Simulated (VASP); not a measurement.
Wanted: the native input for a VASP 6.6.1 run.

* Task: single point
* Functional: PBEsol
* Potentials or basis: VASP PAW PBE potentials, release 64 (Ag)
* Cutoff: 500 eV
* k mesh: 6 × 6 × 6
* Occupations: methfessel-paxton, width 0.1 eV
* Spin: no spin polarisation
* Dipole correction: no
* Further INCAR settings: ALGO = Normal; EDIFF = 1e-06; NBANDS = 12

The structure of Ag lies in POSCAR:

```
Ag
1.0
    0.0000000000      3.2019500000      3.2019500000
    3.2019500000      0.0000000000      3.2019500000
    3.2019500000      3.2019500000      0.0000000000
Ag
1
Direct
    0.0000000000      0.0000000000      0.0000000000
```

One way to write it, as run:

INCAR

```
SYSTEM = Ag
PREC     = Accurate       ! precision mode
ENCUT    = 500            ! plane-wave cutoff, eV
EDIFF    = 1E-6           ! SCF threshold, eV
ISMEAR   = 1              ! smearing method
SIGMA    = 0.1            ! smearing width, eV
LREAL    = .False.        ! projectors in reciprocal space
LASPH    = .True.         ! aspherical terms in the spheres
NELM     = 120            ! most SCF steps
ALGO     = Normal         ! electronic algorithm
ISIF     = 2              ! what is computed and relaxed
LWAVE    = .False.        ! write WAVECAR
LCHARG   = .True.         ! write CHGCAR
GGA      = PS             ! functional
LELF     = .True.         ! ELF
LVHAR    = .True.       
NBANDS   = 12             ! bands
GGA_COMPAT= .False.
```

KPOINTS

```
Automatic mesh
0
Gamma
  6 6 6
  0 0 0
```

Potentials or basis: VASP PAW PBE potentials, release 64 (Ag).

Run with:

```bash
$ cat potpaw_PBE.64/Ag/POTCAR > POTCAR
$ mpirun -np 1 vasp_std > vasp.out
```

Results of the run:

The pressure is -3.1 GPa.

Caveat: the PAW data sets were made with another functional, which shifts forces and pressure a little.

It took 9.6 s on 1 thread of Intel Xeon 6975P-C, on a shared host, peak memory 0.2 GiB.
